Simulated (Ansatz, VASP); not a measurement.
## TaN in VASP and in Ansatz

```
Ta N
1.0
     0.00000    2.17900    2.17900
     2.11363    0.00000    2.17900
     2.11363    2.17900    0.00000
Ta N
1 1
Direct
  0.50000 0.50000 0.50000
  0.00000 0.00000 0.00000
```

Change from the starting cell: strain -0.0300 x Voigt [1, 0, 0, 0, 0, 0], atoms carried along.

Alike in both runs: task single point; functional PBEsol; k mesh 18 × 18 × 18; occupations gaussian, width 0.15 eV; no spin polarisation.

|  | VASP | Ansatz |
| --- | --- | --- |
| version | VASP 6.6.1 | Ansatz 0.2.0 |
| potentials or method | VASP PAW PBE potentials, release 64 (Ta_pv, N), cutoff 520 eV | scalar-relativistic, plane waves, PAW |
| valence electrons in the cell | 16 | 18 |

|  | VASP | Ansatz | Ansatz less VASP |
| --- | --- | --- | --- |
| gap on the k mesh at the Fermi level (eV) | none | none | - |
| pressure (GPa) | 18.8 | 17.6 | -1.26 |
| traceless stress, the component that is largest in VASP (GPa) | 16.91 | 16.74 | -0.170 |

VASP's potentials were made for PBE, not for PBEsol. A gap of «none» marks a metal or a gap that the smearing closes. VASP's potentials hold 16 valence electrons a cell and Ansatz's 18, so a difference there can come from the potentials and not from the codes.

Spin-orbit coupling is off throughout.
